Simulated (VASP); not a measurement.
Wanted: the native input for a VASP 6.6.1 run.

```yaml
Task: single point
Functional: PBEsol
Potentials_or_basis: VASP PAW PBE potentials, release 64 (Co, Si)
Cutoff: 520 eV
k_mesh: 16 × 16 × 16
Occupations: gaussian, width 0.15 eV
Spin: no spin polarisation
Dipole_correction: no
Further_INCAR_settings: ALGO = Normal; EDIFF = 1e-06; NBANDS = 16
```

The structure of CoSi2 lies in POSCAR:

```
CoSi2
1.0
    0.0000000000      2.6562539604      2.6562539604
    2.6562539604      0.0000000000      2.6562539604
    2.6562539604      2.6562539604      0.0000000000
Co Si
1 2
Direct
    0.0000000000      0.0000000000      0.0000000000
    0.2418491848      0.2418491848      0.2418491848
    0.7581508152      0.7581508152      0.7581508152
```

This cell differs from its parent crystal: mode 4 (341.3 1/cm) frozen in, largest displacement -0.075 Å.

These files were run (other wordings do the same):

INCAR

```
SYSTEM = CoSi2
  ALGO = Normal
  EDIFF = 1E-6
  ENCUT = 520
  GGA = PS
  ISIF = 2
  ISMEAR = 0
  LASPH = .True.
  LCHARG = .True.
  LELF = .True.
  LREAL = .False.
  LVHAR = .True.
  LWAVE = .False.
  NBANDS = 16
  NELM = 80
  PREC = Accurate
  SIGMA = 0.15
```

KPOINTS

```
k-points
0
Gamma
  16 16 16
  0 0 0
```

Potentials or basis: VASP PAW PBE potentials, release 64 (Co, Si).

Command:

```bash
$ cat potpaw_PBE.64/Co/POTCAR potpaw_PBE.64/Si/POTCAR > POTCAR
$ mpirun -np 1 vasp_std > vasp.out
```

It gave:

```json
{"Pressure": "1.0 GPa", "Largest force": "0.967 eV/Å"}
```

Caveat: the cell differs from its parent crystal (mode 4 (341.3 1/cm) frozen in, largest displacement -0.075 Å); the PAW data sets were made with another functional, which shifts forces and pressure a little.

Run time: 5.8 min on 1 thread of Intel(R) Xeon(R) Platinum 8259CL CPU @ 2.50GHz (Skylake/Cascade Lake), on a shared host, peak memory 0.35 GiB.
